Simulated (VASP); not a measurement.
Wanted: the native input for a VASP 6.6.1 run.

- Task: relaxation of shape and atoms at fixed volume
- Functional: PBEsol
- Potentials or basis: VASP PAW PBE potentials, release 64 (Sn_d)
- Cutoff: 600 eV
- k mesh: 14 × 14 × 14
- Occupations: gaussian, width 0.1 eV
- Spin: no spin polarisation
- Dipole correction: no
- Further INCAR settings: ALGO = Fast; EDIFF = 1e-07; IBRION = 2; EDIFFG = -0.01; NSW = 50; ISIF = 4

The structure of Sn lies in POSCAR:

```
Sn
1.0
   -2.8198447569      2.8198447569      1.5378717906
    2.8198447569     -2.8198447569      1.5378717906
    2.8198447569      2.8198447569     -1.5378717906
Sn
2
Direct
    0.7500000000      0.2500000000      0.5000000000
    0.0000000000      0.0000000000      0.0000000000
```

This cell differs from its parent crystal: volume scaled by 0.91.

One way to write it, as run:

INCAR

```
SYSTEM = Sn
ALGO = Fast
EDIFF = 1E-7
EDIFFG = -0.01
ENCUT = 600
GGA = PS
IBRION = 2
ISIF = 4
ISMEAR = 0
LASPH = .TRUE.
LCHARG = .FALSE.
LREAL = .FALSE.
LWAVE = .FALSE.
NELM = 100
NSW = 50
PREC = Accurate
SIGMA = 0.1
```

KPOINTS

```
k-points
0
G
  14 14 14
  0 0 0
```

Potentials or basis: VASP PAW PBE potentials, release 64 (Sn_d).

Launch:

```bash
$ cat potpaw_PBE.64/Sn_d/POTCAR > POTCAR
$ mpirun -np 1 vasp_std > vasp.out
```

Results of the run:

```yaml
Energy_gained_by_relaxing: 0.0 meV/atom
Ionic_steps: 2
Pressure_after_relaxing: 6.7 GPa
Band_gap_on_the_k_mesh: zero (band 14 reaches 10.86 eV, above the bottom of band 15 at 6.21 eV)
```

Caveat: the PAW data sets were made with another functional, which shifts forces and pressure a little; spin-orbit coupling is left out, which moves the levels of the heavy elements.

Wall time 11 min on 1 thread of Oxide Virtual Turin-like Processor (shared host), peak memory 0.34 GiB.
